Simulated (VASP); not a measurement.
# BAs (F-43m) in VASP: settings compared, part 2 of 2

VASP 6.6.1. Earlier steps stand in the parts before.

### Step 4. Dielectric tensor, r2SCAN

This run uses another cell than the first one, of 13.68 Å³/atom, 1.010 times its volume.

Input file INCAR:

```
PREC = Accurate ; ENCUT = 520
EDIFF = 1E-8 ; ISMEAR = 0
SIGMA = 0.01 ; LREAL = False
LASPH = True ; NELM = 80
ALGO = Normal ; ISIF = 2
LWAVE = False ; LCHARG = False
METAGGA = R2SCAN ; LMIXTAU = True
LCALCEPS = True
```

Input file KPOINTS:

```
regular mesh
0
Gamma
  8 8 8
```

Input file POSCAR:

```
BAs
1.0
    0.0000000000      2.3918677353      2.3918677353
    2.3918677353      0.0000000000      2.3918677353
    2.3918677353      2.3918677353      0.0000000000
B As
1 1
Direct
    0.0000000000      0.0000000000      0.0000000000
    0.2500000000      0.2500000000      0.2500000000
```

Potentials or basis: VASP PAW PBE potentials, release 64 (B, As).

On the command line:

```bash
> cat potpaw_PBE.64/B/POTCAR potpaw_PBE.64/As/POTCAR > POTCAR
> mpirun -np 1 vasp_std > vasp.out
```

OUTCAR:

```text
PREC = Accurate
   ENCUT = 520
   EDIFF = 1E-8
   ISMEAR = 0
   LREAL = False
   LASPH = True
   NELM = 80
   ISIF = 2
   METAGGA = R2SCAN

 ion  position               nearest neighbor table
   1  0.000  0.000  0.000-   2 2.07   2 2.07   2 2.07   2 2.07
   2  0.250  0.250  0.250-   1 2.07   1 2.07   1 2.07   1 2.07

  LATTYP: Found a face centered cubic cell.
 ALAT       =     4.7837354706

  Lattice vectors:

 A1 = (   0.0000000000,   2.3918677353,   2.3918677353)
 A2 = (   2.3918677353,   0.0000000000,   2.3918677353)
 A3 = (   2.3918677353,   2.3918677353,   0.0000000000)

Analysis of symmetry for initial positions (statically):
=====================================================================
 Subroutine PRICEL returns:
 Original cell was already a primitive cell.

 Routine SETGRP: Setting up the symmetry group for a
 face centered cubic supercell.

 Subroutine GETGRP returns: Found 24 space group operations
[... 457 lines left out ...]
  y     0.00000     0.00000     0.00000    -0.00000     0.00000     0.01910
  z    -0.00000    -0.00000     0.00000     0.01910     0.00000    -0.00000

 PIEZOELECTRIC TENSOR (including local field effects) (C/m^2)
          XX          YY          ZZ          XY          YZ          ZX
  --------------------------------------------------------------------------------
  x     0.00000     0.00000     0.00000     0.00000     0.01118    -0.00000
  y     0.00000     0.00000     0.00000    -0.00000     0.00000     0.01118
  z    -0.00000    -0.00000     0.00000     0.01118     0.00000    -0.00000

 BORN EFFECTIVE CHARGES (including local field effects) (in |e|, cummulative output)
 ---------------------------------------------------------------------------------
 ion    1
    1    -0.39892     0.00000    -0.00000
    2    -0.00000    -0.39892    -0.00000
    3    -0.00000     0.00000    -0.39892
 ion    2
    1     0.39892     0.00000     0.00000
    2     0.00000     0.39892     0.00000
    3     0.00000    -0.00000     0.39892

  FORCE on cell =-STRESS in cart. coord.  units (eV):
  Direction    XX          YY          ZZ          XY          YZ          ZX
  --------------------------------------------------------------------------------------
  -------------------------------------------------------------------------------------
  Total        0.0435675      0.0435675      0.0435675      0.0000000     -0.0000000     -0.0000000
  in kB        2.5505373      2.5505373      2.5505373      0.0000000     -0.0000000     -0.0000000
  external PRESSURE =       2.5505373 kB  Pullay stress =       0.0000000 kB

 VOLUME and BASIS-vectors are now :
 -----------------------------------------------------------------------------
  energy-cutoff  :      520.00
  volume of cell :       27.37
      direct lattice vectors                 reciprocal lattice vectors
     0.000000000  2.391867735  2.391867735    -0.209041659  0.209041659  0.209041659
     2.391867735  0.000000000  2.391867735     0.209041659 -0.209041659  0.209041659
     2.391867735  2.391867735  0.000000000     0.209041659  0.209041659 -0.209041659

 POSITION                                       TOTAL-FORCE (eV/Angst)
 -----------------------------------------------------------------------------------
      0.00000      0.00000      0.00000        -0.000000      0.000000     -0.000000
      1.19593      1.19593      1.19593         0.000000     -0.000000      0.000000
 -----------------------------------------------------------------------------------
    total drift:                               -0.000000     -0.000000     -0.000000

  FREE ENERGIE OF THE ION-ELECTRON SYSTEM (eV)
  ---------------------------------------------------
  free  energy   TOTEN  =       -22.2540930956 eV

  energy  without entropy=      -22.2540930956  energy(sigma->0) =      -22.25409310
```

OSZICAR:

```text
N       E                     dE             d eps       ncg     rms          rms(c)
DAV:   1     0.244798336802E+01    0.24480E+01   -0.42275E+03   464   0.921E+02
DAV:   2    -0.234767820551E+02   -0.25925E+02   -0.24595E+02   736   0.110E+02
DAV:   3    -0.238453677070E+02   -0.36859E+00   -0.36859E+00   520   0.175E+01
[... 12 lines left out ...]
DMP:  10    -0.222540929450E+02   -0.14781E-06   -0.97106E-07  1200   0.126E-06   0.224E-06
DMP:  11    -0.222540930145E+02   -0.69488E-07   -0.51084E-07  1200   0.733E-07   0.105E-06
DMP:  12    -0.222540930528E+02   -0.38247E-07   -0.30732E-07  1200   0.437E-07   0.638E-07
DMP:  13    -0.222540930762E+02   -0.23444E-07   -0.17265E-07  1200   0.221E-07   0.405E-07
DMP:  14    -0.222540930891E+02   -0.12900E-07   -0.87166E-08  1200   0.106E-07   0.215E-07
DMP:  15    -0.222540930956E+02   -0.64353E-08   -0.45193E-08  1200   0.577E-08   0.106E-07
   1 F= -.22254093E+02 E0= -.22254093E+02  d E =-.315975E-16
```

stdout:

```text
POSCAR found type information on POSCAR B As
 POSCAR found :  2 types and       2 ions
 scaLAPACK will be used
 -----------------------------------------------------------------------------
|                                                                             |
[... 110 lines left out ...]
 p_tot=(  0.598E+01  0.600E+01  0.598E+01 )
dp_tot=(  0.120E-04  0.124E-01  0.119E-04 )  diag[e(oo)]=(    ---    9.22053    ---   )
 p_tot=(  0.598E+01  0.600E+01  0.598E+01 )
dp_tot=(  0.120E-04  0.124E-01  0.120E-04 )  diag[e(oo)]=(    ---    9.23033    ---   )
 p_tot=(  0.598E+01  0.600E+01  0.598E+01 )
dp_tot=(  0.121E-04  0.124E-01  0.121E-04 )  diag[e(oo)]=(    ---    9.22360    ---   )
 p_tot=(  0.598E+01  0.600E+01  0.598E+01 )
dp_tot=(  0.121E-04  0.124E-01  0.121E-04 )  diag
```

Run time: 15 min. Hardware: 1 thread of Intel Xeon 6975P-C (Granite Rapids), shared host; peak memory 0.3 GiB.

Results:

```yaml
Band_gap_on_the_k_mesh: 1.39 eV, indirect (least direct gap 3.44 eV)
Electronic_dielectric_tensor_diagonal: 9.20
Born_charges_mean_of_the_diagonal: B -0.40; As +0.40 e
```

Levels at points of the mesh, in eV from the valence-band top:
```csv
k point,band 1,band 2,band 3,band 4,band 5,band 6,band 7,band 8
"(0.00, 0.00, 0.00)",-16.12,0.00,0.00,0.00,3.44,3.44,3.44,5.10
"(0.50, 0.00, 0.00)",-13.11,-9.21,-1.93,-1.93,2.95,5.05,5.05,9.57
"(0.50, 0.50, 0.00)",-11.68,-9.04,-4.29,-4.29,1.62,1.70,12.12,12.12
```

Electronic dielectric tensor:
```
9.20 0.00 0.00
0.00 9.20 0.00
0.00 0.00 9.20
```

Born effective charge tensors (e):
atom 1, B
```
-0.40  0.00  0.00
 0.00 -0.40  0.00
 0.00  0.00 -0.40
```
atom 2, As
```
0.40 0.00 0.00
0.00 0.40 0.00
0.00 0.00 0.40
```

Dipole moments of the cell (e·Å, modulo the quantum): ionic 5.980, 5.980, 5.980; electronic 0.004, 0.004, 0.016

Caveat: the PAW data sets were made with another functional, which shifts forces and pressure a little.

### Step 5. The runs side by side

| task | level | cell | gap on the mesh (eV) |
| --- | --- | --- | --- |
| vibrations by perturbation theory | PBEsol | a = 3.371 Å, angles 60.0°, 2 atoms | - |
| dielectric tensor | PBE | a = 3.383 Å, angles 60.0°, 2 atoms | 1.19 |
| dielectric tensor | r2SCAN | a = 3.383 Å, angles 60.0°, 2 atoms | 1.39 |

Alike in all rows: potentials or basis VASP PAW PBE potentials, release 64 (B, As); no spin polarisation; k mesh 8 × 8 × 8; cutoff (eV) 520; smearing gaussian 0.01 eV.

Caveats: the PAW data sets were made with another functional, which shifts forces and pressure a little (some runs).

Total energies depend on the potentials used, so only differences within one code and one set of settings carry meaning.
